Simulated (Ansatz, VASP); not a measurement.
**CdS in VASP and in Ansatz**

```
Cd S
1.0
     0.00000    2.75324    2.75324
     2.75324    0.00000    2.75324
     2.75324    2.75324    0.00000
Cd S
1 1
Direct
  0.00000 0.00000 0.00000
  0.50000 0.50000 0.50000
```

Alike in both runs: task single point; functional B3LYP; dispersion D4; k mesh 5 × 5 × 5; no spin polarisation.

```csv
,VASP,Ansatz
version,VASP 6.6.1,Ansatz 0.2.0
potentials or method,"VASP PAW PBE potentials, release 64 (Cd, S)",Ansatz PAW
plane-wave cutoff (eV),520,420
occupations,"gaussian, width 0.01 eV",fixed
valence electrons in the cell,18,26
```

Ansatz gave:

- gap on the k mesh at the Fermi level (eV): 1.97
- least direct gap on the mesh (eV): 2.84
- pressure (GPa): -2.9

Question: What did VASP give for the same quantities?

Answer: gap on the k mesh at the Fermi level (eV): 2.00; least direct gap on the mesh (eV): 2.88; pressure (GPa): -2.6.

VASP's potentials were made for PBE, not for B3LYP. VASP's potentials hold 18 valence electrons a cell and Ansatz's 26, so a difference there can come from the potentials and not from the codes.

Noted on Ansatz's run: odd divisions of the mesh miss points on the zone boundary, where band edges often lie, so the gap on the mesh can be too wide.
